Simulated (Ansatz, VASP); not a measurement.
**AlNi: VASP beside Ansatz**

```
CELL_PARAMETERS angstrom
2.04281 -2.04281 0.00000
2.04281 2.04281 0.00000
0.00000 0.00000 2.90114
ATOMIC_POSITIONS crystal
Al 0.00000 0.00000 0.06463
Ni 0.50000 0.50000 0.50000
```

Change from the starting cell: all Al atoms moved +0.188 Å, as atom 1 along Cartesian [0 0 1].

Alike in both runs: task single point; functional PBE; k mesh 20 × 20 × 20; occupations gaussian, width 0.15 eV; no spin polarisation.

```csv
,VASP,Ansatz
version,VASP 6.6.1,Ansatz 0.2.0
potentials or method,"VASP PAW PBE potentials, release 64 (Al, Ni), cutoff 520 eV","scalar-relativistic, plane waves, PAW"
valence electrons in the cell,13,21
```

VASP gave:

| Property | Result |
| --- | --- |
| gap on the k mesh at the Fermi level (eV) | none |
| pressure (GPa) | 2.3 |
| traceless stress, the component that is largest in VASP (GPa) | -1.34 |
| rms of the force components (eV/Å) | 0.617 |

Question: Which values does Ansatz return?

Answer: gap on the k mesh at the Fermi level (eV): none; pressure (GPa): 2.3; traceless stress, the component that is largest in VASP (GPa): -1.32; rms of the force components (eV/Å): 0.615.

Atom by atom the forces differ by 0.002 eV/Å (rms over components). A gap of «none» marks a metal or a gap that the smearing closes. VASP's potentials hold 13 valence electrons a cell and Ansatz's 21, so a difference there can come from the potentials and not from the codes.
